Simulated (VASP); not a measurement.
# Zr (Fm-3m) in VASP: single point with PBE

Aim: the single point of Zr with PBE.

All numbers are computed with VASP 6.6.1; they aren't measurements. Logs are shortened: lines on timing, memory, paths and dates and some standing lists are left out, and cuts for length are marked.

## (1) The cell of the first run

The structure is cubic, space group Fm-3m (No. 225). Conventional cell: a = 4.520 Å, b = 4.520 Å, c = 4.520 Å, α = 90.00°, β = 90.00°, γ = 90.00°. Zr (site symmetry m-3m) has 12 Zr at 3.20 Å within 4.2 Å.

## (2) Single point, PBE

Input file INCAR:

```
PREC = Accurate
ENCUT = 500
EDIFF = 1E-6
ISMEAR = -1
SIGMA = 0.5
LREAL = False
LASPH = True
NELM = 120
ALGO = Normal
ISIF = 2
LWAVE = False
LCHARG = True
GGA = PE
LELF = True
LVHAR = True
NBANDS = 12
GGA_COMPAT = False
```

Input file KPOINTS:

```
regular mesh
0
Gamma
  2 2 2
```

Input file POSCAR:

```
Zr
1.0
    0.0000000000      2.2600000000      2.2600000000
    2.2600000000      0.0000000000      2.2600000000
    2.2600000000      2.2600000000      0.0000000000
Zr
1
Direct
    0.0000000000      0.0000000000      0.0000000000
```

Potentials or basis: VASP PAW PBE potentials, release 64 (Zr_sv).

On the command line:

```
$ cat potpaw_PBE.64/Zr_sv/POTCAR > POTCAR
$ mpirun -np 1 vasp_std > vasp.out
```

OUTCAR:

```text
PREC = Accurate
   ENCUT = 500
   EDIFF = 1E-6
   ISMEAR = -1
   LREAL = False
   LASPH = True
   NELM = 120
   ISIF = 2
   GGA = PE

 ion  position               nearest neighbor table
   1  0.000  0.000  0.000-

  LATTYP: Found a face centered cubic cell.
 ALAT       =     4.5200000000

  Lattice vectors:

 A1 = (   0.0000000000,   2.2600000000,   2.2600000000)
 A2 = (   2.2600000000,   0.0000000000,   2.2600000000)
 A3 = (   2.2600000000,   2.2600000000,   0.0000000000)

Analysis of symmetry for initial positions (statically):
=====================================================================
 Subroutine PRICEL returns:
 Original cell was already a primitive cell.

 Routine SETGRP: Setting up the symmetry group for a
 face centered cubic supercell.

 Subroutine GETGRP returns: Found 48 space group operations
 (whereof 48 operations were pure point group operations)
 out of a pool of 48 trial point group operations.

The static configuration has the point symmetry O_h .

Analysis of symmetry for dynamics (positions and initial velocities):
=====================================================================
 Subroutine PRICEL returns:
 Original cell was already a primitive cell.

 Routine SETGRP: Setting up the symmetry group for a
 face centered cubic supercell.

 Subroutine GETGRP returns: Found 48 space group operations
 (whereof 48 operations were pure point group operations)
 out of a pool of 48 trial point group operations.

The dynamic configuration has the point symmetry O_h .

 Subroutine INISYM returns: Found 48 space group operations
 (whereof 48 operations are pure point group operations),
 and found     1 'primitive' translations

----------------------------------------------------------------------------------------

                                     Primitive cell

  volume of cell :      23.0864

  direct lattice vectors                    reciprocal lattice vectors
     0.000000000  2.260000000  2.260000000    -0.221238938  0.221238938  0.221238938
     2.260000000  0.000000000  2.260000000     0.221238938 -0.221238938  0.221238938
     2.260000000  2.260000000  0.000000000     0.221238938  0.221238938 -0.221238938

  length of vectors
     3.196122651  3.196122651  3.196122651     0.383197081  0.383197081  0.383197081

  position of ions in fractional coordinates (direct lattice)
     0.000000000  0.000000000  0.000000000

  ion indices of the primitive-cell ions
   primitive index   ion index
                 1           1

----------------------------------------------------------------------------------------

 KPOINTS: regular mesh

Automatic generation of k-mesh.
 Grid dimensions read from file:
 generate k-points for:    2    2    2

 Generating k-lattice:

  Cartesian coordinates                     Fractional coordinates (reciprocal lattice)
    -0.110619469  0.110619469  0.110619469     0.500000000  0.000000000  0.000000000
     0.110619469 -0.110619469  0.110619469     0.000000000  0.500000000  0.000000000
     0.110619469  0.110619469 -0.110619469     0.000000000  0.000000000  0.500000000

  Length of vectors
     0.191598541  0.191598541  0.191598541

  Shift w.r.t. Gamma in fractional coordinates (k-lattice)
     0.000000000  0.000000000  0.000000000

 Subroutine IBZKPT returns following result:
 ===========================================

 Found      3 irreducible k-points:

 Following reciprocal coordinates:
            Coordinates               Weight
  0.000000  0.000000  0.000000      1.000000
  0.500000  0.000000  0.000000      4.000000
  0.500000  0.500000  0.000000      3.000000
   k-points           NKPTS =      3   k-points in BZ     NKDIM =      3   number of bands    NBANDS=     12
   number of dos      NEDOS =    301   number of ions     NIONS =      1
   total plane-waves  NPLWV =  13824
   dimension x,y,z NGX =    24 NGY =   24 NGZ =   24
   dimension x,y,z NGXF=    48 NGYF=   48 NGZF=   48
   ions per type =               1
   NGX,Y,Z   is equivalent  to a cutoff of  12.48, 12.48, 12.48 a.u.
   NGXF,Y,Z  is equivalent  to a cutoff of  24.97, 24.97, 24.97 a.u.
 SYSTEM =  unknown system
   PREC   = accura    normal or accurate (medium, high low for compatibility)
   ISTART =      0    job   : 0-new  1-cont  2-samecut
   ICHARG =      2    charge: 1-file 2-atom 10-const
   ISPIN  =      1    spin polarized calculation?
   LNONCOLLINEAR =      F non collinear calculations
   LSORBIT =      F    spin-orbit coupling
   LASPH  =      T    aspherical Exc in radial PAW
   ENCUT  =  500.0 eV  36.75 Ry    6.06 a.u.   5.83  5.83  5.83*2*pi/ulx,y,z
   NELM   =    120;   NELMIN=  2; NELMDL= -5     # of ELM steps
   EDIFF  = 0.1E-05   stopping-criterion for ELM
   LREAL  =      F    real-space projection
   EDIFFG = 0.1E-04   stopping-criterion for IOM
   NSW    =      0    number of steps for IOM
   IBRION =     -1    ionic relax: 0-MD 1-quasi-New 2-CG
   NFREE  =      0    steps in history (QN), initial steepest desc. (CG)
   ISIF   =      2    stress and relaxation
   ISYM   =      2    0-nonsym 1-usesym 2-fastsym
   POTIM  = 0.5000    time-step for ionic-motion
   TEBEG  =    0.0;   TEEND  =   0.0 temperature during run
   PSTRESS=    0.0 pullay stress
   NELECT =      12.0000    total number of electrons
   NUPDOWN=      -1.0000    fix difference up-down
   EMIN   =  10.00;   EMAX   =-10.00  energy-range for DOS
   EFERMI =   0.00;   METHOD = LEGACY
   ISMEAR =    -1;   SIGMA  =   0.50  broadening in eV -4-tet -1-fermi 0-gaus
   EFERMI_NEDOS =   21; number of points for ismear=-14 and -15
   IALGO  =     38    algorithm
   IMIX   =      4    mixing-type and parameters
     AMIX     =   0.40;   BMIX     =  1.00
     AMIX_MAG =   1.60;   BMIX_MAG =  1.00
  volume/ion in A,a.u.               =      23.09       155.79
  Fermi-wavevector in a.u.,A,eV,Ry     =   1.316286  2.487419 23.573561  1.732608
  Thomas-Fermi vector in A             =   2.446408
   LORBIT       =      0    0 simple, 1 ext, 2 COOP (PROOUT), +10 PAW based schemes
   GGA     = PE    functional components
   LHFCALC =     F    Hartree Fock is set to
   AEXX    =    0.0000 exact exchange contribution
   IVDW    =     0    specifies the selected vdW correction
   LEPSILON=     F    determine dielectric tensor
   LRPA    =     F    only Hartree local field effects (RPA)
 non-spin polarized calculation
  energy-cutoff  :      500.00
  volume of cell :       23.09
 maximum number of plane-waves:       588
 NGX is ok and might be reduce to    24
   NGX = 11   NGY = 11   NGZ = 11

 number of electron      12.0000000 magnetization

 Free energy of the ion-electron system (eV)
  ---------------------------------------------------
  ext. energy  EPLUGINS =         0.00000000
  ---------------------------------------------------
  free energy    TOTEN  =       -10.10353203 eV

  energy without entropy =       -8.88209897  energy(sigma->0) =       -9.49281550

 E-fermi :   9.6678     XC(G=0): -11.0655

 val. band max:        6.8996840641   @ k =   0.5000   0.5000   0.0000
 cond. band min:       9.9200538802   @ k =   0.5000   0.0000   0.0000
 fundamental gap:      3.0203698161
 Fermi energy:         9.6678386981

 k-point     1 :       0.0000    0.0000    0.0000
  band No.  band energies     occupation
      1     -39.3863      2.00000
      2     -16.9121      2.00000
      3     -16.9121      2.00000
      4     -16.9121      2.00000
      5       3.4452      1.99999
      6      10.1215      0.57506
      7      10.1215      0.57506
      8      10.1215      0.57506
      9      12.5781      0.00591
     10      12.5781      0.00591
     11      19.5656      0.00000
     12      23.7012      0.00000

 k-point     2 :       0.5000    0.0000    0.0000
  band No.  band energies     occupation
      1     -39.2381      2.00000
      2     -17.9197      2.00000
      3     -17.0419      2.00000
      4     -17.0419      2.00000
      5       6.1154      1.99836
      6       9.9201      0.75300
      7       9.9201      0.75300
      8      10.1449      0.55610
      9      14.4165      0.00015
     10      14.4165      0.00015
     11      18.7816      0.00000
     12      19.2737      0.00000

 k-point     3 :       0.5000    0.5000    0.0000
  band No.  band energies     occupation
      1     -39.1897      2.00000
      2     -17.8511      2.00000
      3     -17.2685      2.00000
      4     -17.2685      2.00000
      5       6.0281      1.99862
      6       6.8997      1.99215
      7      12.0898      0.01563
      8      14.4120      0.00015
      9      14.9491      0.00005
     10      14.9491      0.00005
     11      18.8670      0.00000
     12      18.8670      0.00000

------------------------ aborting loop because EDIFF is reached ----------------------------------------

  FORCE on cell =-STRESS in cart. coord.  units (eV):
  Direction    XX          YY          ZZ          XY          YZ          ZX
  --------------------------------------------------------------------------------------
  -------------------------------------------------------------------------------------
  Total       -2.1736977     -2.1736977     -2.1736977      0.0000000      0.0000000      0.0000000
  in kB     -150.8531623   -150.8531623   -150.8531623      0.0000000      0.0000000      0.0000000
  external PRESSURE =    -150.8531623 kB  Pullay stress =       0.0000000 kB

 VOLUME and BASIS-vectors are now :
 -----------------------------------------------------------------------------
  energy-cutoff  :      500.00
  volume of cell :       23.09
      direct lattice vectors                 reciprocal lattice vectors
     0.000000000  2.260000000  2.260000000    -0.221238938  0.221238938  0.221238938
     2.260000000  0.000000000  2.260000000     0.221238938 -0.221238938  0.221238938
     2.260000000  2.260000000  0.000000000     0.221238938  0.221238938 -0.221238938

 POSITION                                       TOTAL-FORCE (eV/Angst)
 -----------------------------------------------------------------------------------
      0.00000      0.00000      0.00000         0.000000     -0.000000      0.000000
 -----------------------------------------------------------------------------------
    total drift:                                0.000000      0.000000     -0.000000

  FREE ENERGIE OF THE ION-ELECTRON SYSTEM (eV)
  ---------------------------------------------------
  free  energy   TOTEN  =       -10.1035320293 eV

  energy  without entropy=       -8.8820989745  energy(sigma->0) =       -9.49281550
```

It took 4.2 s on 1 thread of Intel Xeon 8259CL, shared host; peak memory 0.13 GiB.

Results:

```yaml
Free_energy: -10.1035 eV
Pressure: -15.1 GPa
Band_gap_on_the_k_mesh: zero (band 6 reaches 10.12 eV, above the bottom of band 7 at 9.92 eV)
```

Caveat: the k points lie up to 1.20 Å⁻¹ apart.
